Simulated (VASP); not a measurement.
Here is a VASP 6.6.1 calculation.

File INCAR:

```
SYSTEM = MnSi
PREC     = Accurate       ! precision mode
ENCUT    = 520            ! plane-wave cutoff, eV
EDIFF    = 1E-6           ! SCF threshold, eV
ISMEAR   = -1             ! smearing method
SIGMA    = 0.05           ! smearing width, eV
LREAL    = .False.        ! projectors in reciprocal space
LASPH    = .True.         ! aspherical terms in the spheres
NELM     = 150            ! most SCF steps
ALGO     = Normal         ! electronic algorithm
ISIF     = 2              ! what is computed and relaxed
LWAVE    = .False.        ! write WAVECAR
LCHARG   = .False.        ! write CHGCAR
ISPIN    = 2              ! spin polarisation
MAGMOM   = 4 0            ! initial moments
LORBIT   = 11             ! projections on sites
LMAXMIX  = 4              ! l up to which the mixer works
GGA      = PE             ! functional
NBANDS   = 20             ! bands
```

File KPOINTS:

```
regular mesh
0
Gamma
  9 9 9
  0 0 0
```

POSCAR

```
MnSi
1.0
    0.0000000000      2.4930687292      2.4930687292
    2.4930687292      0.0000000000      2.4930687292
    2.4930687292      2.4930687292      0.0000000000
Mn Si
1 1
Direct
    0.0000000000      0.0000000000      0.0000000000
    0.2500000000      0.2500000000      0.2500000000
```

Potentials or basis: VASP PAW PBE potentials, release 64 (Mn_pv, Si).

Launch:

```console
$ cat potpaw_PBE.64/Mn_pv/POTCAR potpaw_PBE.64/Si/POTCAR > POTCAR
$ mpirun -np 1 vasp_std > vasp.out
```

**Question.** Predict the net moment.

**Answer.** 1.94 μB per cell.

**Question.** Estimate the site moments.

**Answer.** Mn +2.07; Si -0.14 μB.

**Question.** Estimate the pressure.

**Answer.** 24.9 GPa.
